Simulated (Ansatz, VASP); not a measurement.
**BAs: VASP beside Ansatz**

```xyz
2
Lattice="0.0000 2.3407 2.3885 2.3407 0.0000 2.3885 2.3407 2.3407 0.0000" Properties=species:S:1:pos:R:3 pbc="T T T"
B     0.0000    0.0000    0.0000
As    3.5111    3.5111    3.5827
```

Change from the starting cell: equal xx and yy strain of -2 %, crystal datasets.

Alike in both runs: task electric field gradients; functional LDA; k mesh 13 × 13 × 13; occupations fermi-dirac, width 0.05 eV; no spin polarisation.

```csv
,VASP,Ansatz
version,VASP 6.6.1,Ansatz 0.2.0
potentials or method,"VASP PAW LDA potentials, release 64 (B, As), cutoff 520 eV","all-electron PAW with datasets made for the crystal, scalar-relativistic"
```

```tsv
	VASP	Ansatz	Ansatz less VASP
pressure (GPa)	2.8	1.8	-1.01
traceless stress, the component that is largest in VASP (GPa)	-2.98	-3.00	-0.019
size of Vzz on the site where it differs most (V/Å²)	2.7	2.6	-0.17
```

LDA's correlation is that of Perdew and Zunger in VASP and of Perdew and Wang (1992) in Ansatz. Ansatz ran all-electron here, and VASP with PAW potentials.
